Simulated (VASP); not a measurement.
# CdS (F-43m) in VASP: single point with PBE

Aim: the single point of CdS with PBE.

Everything below comes from runs of VASP 6.6.1. Logs are shortened: lines on timing, memory, paths and dates and some standing lists are left out, and cuts for length are marked.

### Step 1. The cell of the first run

It takes space group F-43m (No. 216, cubic). Conventional cell: a = 5.927 Å, b = 5.927 Å, c = 5.927 Å, α = 90.00°, β = 90.00°, γ = 90.00°. Within 3.4 Å of Cd (site symmetry -43m) lie 4 S at 2.57 Å. Within 3.4 Å of S (site symmetry -43m) lie 4 Cd at 2.57 Å.

### Step 2. Single point, PBE

Contents of INCAR:

```
PREC = Accurate
ENCUT = 500
EDIFF = 1E-6
ISMEAR = 0
SIGMA = 0.02
LREAL = F
LASPH = T
NELM = 120
ALGO = Normal
ISIF = 2
LWAVE = F
LCHARG = F
GGA = PE
NBANDS = 16
GGA_COMPAT = F
```

Contents of KPOINTS:

```
regular mesh
0
Gamma
  8 8 8
```

Contents of POSCAR:

```
CdS
1.0
    0.0000000000      2.9633438397      2.9633438397
    2.9633438397      0.0000000000      2.9633438397
    2.9633438397      2.9633438397      0.0000000000
Cd S
1 1
Direct
    0.0000000000      0.0000000000      0.0000000000
    0.2500000000      0.2500000000      0.2500000000
```

Potentials or basis: VASP PAW PBE potentials, release 64 (Cd, S).

Started as:

```sh
cat potpaw_PBE.64/Cd/POTCAR potpaw_PBE.64/S/POTCAR > POTCAR
mpirun -np 1 vasp_std > vasp.out
```

OUTCAR:

```text
PREC = Accurate
   ENCUT = 500
   EDIFF = 1E-6
   ISMEAR = 0
   LREAL = F
   LASPH = T
   NELM = 120
   ISIF = 2
   GGA = PE

 ion  position               nearest neighbor table
   1  0.000  0.000  0.000-   2 2.57   2 2.57   2 2.57   2 2.57
   2  0.250  0.250  0.250-   1 2.57   1 2.57   1 2.57   1 2.57

  LATTYP: Found a face centered cubic cell.
 ALAT       =     5.9266876794

  Lattice vectors:

 A1 = (   0.0000000000,   2.9633438397,   2.9633438397)
 A2 = (   2.9633438397,   0.0000000000,   2.9633438397)
 A3 = (   2.9633438397,   2.9633438397,   0.0000000000)

Analysis of symmetry for initial positions (statically):
=====================================================================
 Subroutine PRICEL returns:
 Original cell was already a primitive cell.

 Routine SETGRP: Setting up the symmetry group for a
 face centered cubic supercell.

 Subroutine GETGRP returns: Found 24 space group operations
 (whereof 24 operations were pure point group operations)
 out of a pool of 48 trial point group operations.

The static configuration has the point symmetry T_d .

Analysis of symmetry for dynamics (positions and initial velocities):
=====================================================================
 Subroutine PRICEL returns:
 Original cell was already a primitive cell.

 Routine SETGRP: Setting up the symmetry group for a
 face centered cubic supercell.

 Subroutine GETGRP returns: Found 24 space group operations
 (whereof 24 operations were pure point group operations)
 out of a pool of 48 trial point group operations.

The dynamic configuration has the point symmetry T_d .

 Subroutine INISYM returns: Found 24 space group operations
 (whereof 24 operations are pure point group operations),
 and found     1 'primitive' translations

----------------------------------------------------------------------------------------

                                     Primitive cell

  volume of cell :      52.0447

  direct lattice vectors                    reciprocal lattice vectors
     0.000000000  2.963343840  2.963343840    -0.168728311  0.168728311  0.168728311
     2.963343840  0.000000000  2.963343840     0.168728311 -0.168728311  0.168728311
     2.963343840  2.963343840  0.000000000     0.168728311  0.168728311 -0.168728311

  length of vectors
     4.190801048  4.190801048  4.190801048     0.292246007  0.292246007  0.292246007

  position of ions in fractional coordinates (direct lattice)
     0.000000000  0.000000000  0.000000000
     0.250000000  0.250000000  0.250000000

  ion indices of the primitive-cell ions
   primitive index   ion index
                 1           1
                 2           2

----------------------------------------------------------------------------------------

 KPOINTS: regular mesh

Automatic generation of k-mesh.
 Grid dimensions read from file:
 generate k-points for:    8    8    8

 Generating k-lattice:

  Cartesian coordinates                     Fractional coordinates (reciprocal lattice)
    -0.021091039  0.021091039  0.021091039     0.125000000  0.000000000  0.000000000
     0.021091039 -0.021091039  0.021091039     0.000000000  0.125000000  0.000000000
     0.021091039  0.021091039 -0.021091039     0.000000000  0.000000000  0.125000000

  Length of vectors
     0.036530751  0.036530751  0.036530751

  Shift w.r.t. Gamma in fractional coordinates (k-lattice)
     0.000000000  0.000000000  0.000000000

 Subroutine IBZKPT returns following result:
 ===========================================

 Found     29 irreducible k-points:

 Following reciprocal coordinates:
            Coordinates               Weight
  0.000000  0.000000  0.000000      1.000000
  0.125000  0.000000  0.000000      8.000000
  0.250000  0.000000  0.000000      8.000000
  0.375000  0.000000  0.000000      8.000000
  0.500000  0.000000  0.000000      4.000000
  0.125000  0.125000  0.000000      6.000000
[... 16 lines left out ...]
  0.500000  0.250000  0.125000     48.000000
 -0.375000  0.250000  0.125000     24.000000
 [... further k-points ...]
   k-points           NKPTS =     29   k-points in BZ     NKDIM =     29   number of bands    NBANDS=     16
   number of dos      NEDOS =    301   number of ions     NIONS =      2
   total plane-waves  NPLWV =  32768
   dimension x,y,z NGX =    32 NGY =   32 NGZ =   32
   dimension x,y,z NGXF=    64 NGYF=   64 NGZF=   64
   ions per type =               1   1
   NGX,Y,Z   is equivalent  to a cutoff of  12.69, 12.69, 12.69 a.u.
   NGXF,Y,Z  is equivalent  to a cutoff of  25.39, 25.39, 25.39 a.u.
 SYSTEM =  unknown system
   PREC   = accura    normal or accurate (medium, high low for compatibility)
   ISTART =      0    job   : 0-new  1-cont  2-samecut
   ICHARG =      2    charge: 1-file 2-atom 10-const
   ISPIN  =      1    spin polarized calculation?
   LNONCOLLINEAR =      F non collinear calculations
   LSORBIT =      F    spin-orbit coupling
   LASPH  =      T    aspherical Exc in radial PAW
   ENCUT  =  500.0 eV  36.75 Ry    6.06 a.u.   7.64  7.64  7.64*2*pi/ulx,y,z
   NELM   =    120;   NELMIN=  2; NELMDL= -5     # of ELM steps
   EDIFF  = 0.1E-05   stopping-criterion for ELM
   LREAL  =      F    real-space projection
   EDIFFG = 0.1E-04   stopping-criterion for IOM
   NSW    =      0    number of steps for IOM
   IBRION =     -1    ionic relax: 0-MD 1-quasi-New 2-CG
   NFREE  =      0    steps in history (QN), initial steepest desc. (CG)
   ISIF   =      2    stress and relaxation
   ISYM   =      2    0-nonsym 1-usesym 2-fastsym
   POTIM  = 0.5000    time-step for ionic-motion
   TEBEG  =    0.0;   TEEND  =   0.0 temperature during run
   PSTRESS=    0.0 pullay stress
   NELECT =      18.0000    total number of electrons
   NUPDOWN=      -1.0000    fix difference up-down
   EMIN   =  10.00;   EMAX   =-10.00  energy-range for DOS
   EFERMI =   0.00;   METHOD = LEGACY
   ISMEAR =     0;   SIGMA  =   0.02  broadening in eV -4-tet -1-fermi 0-gaus
   EFERMI_NEDOS =   21; number of points for ismear=-14 and -15
   IALGO  =     38    algorithm
   IMIX   =      4    mixing-type and parameters
     AMIX     =   0.40;   BMIX     =  1.00
     AMIX_MAG =   1.60;   BMIX_MAG =  1.00
  volume/ion in A,a.u.               =      26.02       175.61
  Fermi-wavevector in a.u.,A,eV,Ry     =   1.149142  2.171563 17.966859  1.320527
  Thomas-Fermi vector in A             =   2.285813
   LORBIT       =      0    0 simple, 1 ext, 2 COOP (PROOUT), +10 PAW based schemes
   GGA     = PE    functional components
   LHFCALC =     F    Hartree Fock is set to
   AEXX    =    0.0000 exact exchange contribution
   IVDW    =     0    specifies the selected vdW correction
   LEPSILON=     F    determine dielectric tensor
   LRPA    =     F    only Hartree local field effects (RPA)
 non-spin polarized calculation
 Gauss-broadening in eV      SIGMA  =   0.02
  energy-cutoff  :      500.00
  volume of cell :       52.04
 maximum number of plane-waves:      1363
   NGX = 15   NGY = 15   NGZ = 15

 number of electron      18.0000001 magnetization

 Free energy of the ion-electron system (eV)
  ---------------------------------------------------
  ext. energy  EPLUGINS =         0.00000000
  ---------------------------------------------------
  free energy    TOTEN  =        -6.14711509 eV

  energy without entropy =       -6.14711509  energy(sigma->0) =       -6.14711509

 E-fermi :   1.0607     XC(G=0):  -8.9277

 val. band max:        0.9171485493   @ k =   0.0000   0.0000   0.0000
 cond. band min:       1.9605460116   @ k =   0.0000   0.0000   0.0000
 fundamental gap:      1.0433974623
 Fermi energy:         1.0607438664

 k-point     1 :       0.0000    0.0000    0.0000
  band No.  band energies     occupation
      1     -11.1711      2.00000
      2      -6.6510      2.00000
      3      -6.6510      2.00000
      4      -6.6510      2.00000
      5      -6.2337      2.00000
      6      -6.2337      2.00000
[... 8 lines left out ...]
     15      12.3227      0.00000
     16      12.3227      0.00000

 k-point     2 :       0.1250    0.0000    0.0000
  band No.  band energies     occupation
      1     -11.1152      2.00000
      2      -6.6312      2.00000
      3      -6.6312      2.00000
      4      -6.5993      2.00000
      5      -6.2345      2.00000
      6      -6.2345      2.00000
[... 8 lines left out ...]
     15      11.7442      0.00000
     16      12.7128      0.00000

 k-point     3 :       0.2500    0.0000    0.0000
  band No.  band energies     occupation
      1     -10.9799      2.00000
      2      -6.5883      2.00000
      3      -6.5883      2.00000
      4      -6.4199      2.00000
      5      -6.2298      2.00000
      6      -6.2297      2.00000
[... 8 lines left out ...]
     15      11.5117      0.00000
     16      12.1298      0.00000

 k-point     4 :       0.3750    0.0000    0.0000
  band No.  band energies     occupation
      1     -10.8448      2.00000
      2      -6.5553      2.00000
      3      -6.5553      2.00000
      4      -6.2125      2.00000
      5      -6.2125      2.00000
      6      -6.1068      2.00000
[... 8 lines left out ...]
     15      12.3298      0.00000
     16      12.3298      0.00000
[... 324 lines left out ...]
 k-point    22 :       0.3750    0.2500    0.1250
  band No.  band energies     occupation
      1     -10.8806      2.00000
      2      -6.5414      2.00000
      3      -6.5191      2.00000
      4      -6.3634      2.00000
      5      -6.2237      2.00000
      6      -6.1773      2.00000
[... 8 lines left out ...]
     15      12.8221      0.00000
     16      14.6136      0.00000

 k-point    23 :       0.5000    0.2500    0.1250
  band No.  band energies     occupation
      1     -10.7743      2.00000
      2      -6.5102      2.00000
      3      -6.4879      2.00000
      4      -6.2866      2.00000
      5      -6.2040      2.00000
      6      -5.9626      2.00000
[... 8 lines left out ...]
     15      13.5287      0.00000
     16      13.8892      0.00000

 k-point    24 :      -0.3750    0.2500    0.1250
  band No.  band energies     occupation
      1     -10.7309      2.00000
      2      -6.5058      2.00000
      3      -6.4734      2.00000
      4      -6.2542      2.00000
      5      -6.2099      2.00000
      6      -5.7940      2.00000
[... 8 lines left out ...]
     15      13.0872      0.00000
     16      13.9301      0.00000

 [... further k-points ...]

------------------------ aborting loop because EDIFF is reached ----------------------------------------

  FORCE on cell =-STRESS in cart. coord.  units (eV):
  Direction    XX          YY          ZZ          XY          YZ          ZX
  --------------------------------------------------------------------------------------
  -------------------------------------------------------------------------------------
  Total        0.0917765      0.0917765      0.0917765      0.0000000      0.0000000     -0.0000000
  in kB        2.8253094      2.8253094      2.8253094      0.0000000      0.0000000     -0.0000000
  external PRESSURE =       2.8253094 kB  Pullay stress =       0.0000000 kB

 VOLUME and BASIS-vectors are now :
 -----------------------------------------------------------------------------
  energy-cutoff  :      500.00
  volume of cell :       52.04
      direct lattice vectors                 reciprocal lattice vectors
     0.000000000  2.963343840  2.963343840    -0.168728311  0.168728311  0.168728311
     2.963343840  0.000000000  2.963343840     0.168728311 -0.168728311  0.168728311
     2.963343840  2.963343840  0.000000000     0.168728311  0.168728311 -0.168728311

 POSITION                                       TOTAL-FORCE (eV/Angst)
 -----------------------------------------------------------------------------------
      0.00000      0.00000      0.00000         0.000000      0.000000      0.000000
      1.48167      1.48167      1.48167        -0.000000     -0.000000     -0.000000
 -----------------------------------------------------------------------------------
    total drift:                               -0.000000     -0.000000      0.000000

  FREE ENERGIE OF THE ION-ELECTRON SYSTEM (eV)
  ---------------------------------------------------
  free  energy   TOTEN  =        -6.1471150888 eV

  energy  without entropy=       -6.1471150888  energy(sigma->0) =       -6.14711509
```

Wall time 12 s (1 thread of Intel Xeon Platinum 8488C (Sapphire Rapids), shared host); peak memory 0.18 GiB.

Results:

| Item | Value |
| --- | --- |
| Free energy | -6.1471 eV |
| Pressure | 0.3 GPa |
| Band gap on the k mesh | 1.04 eV |
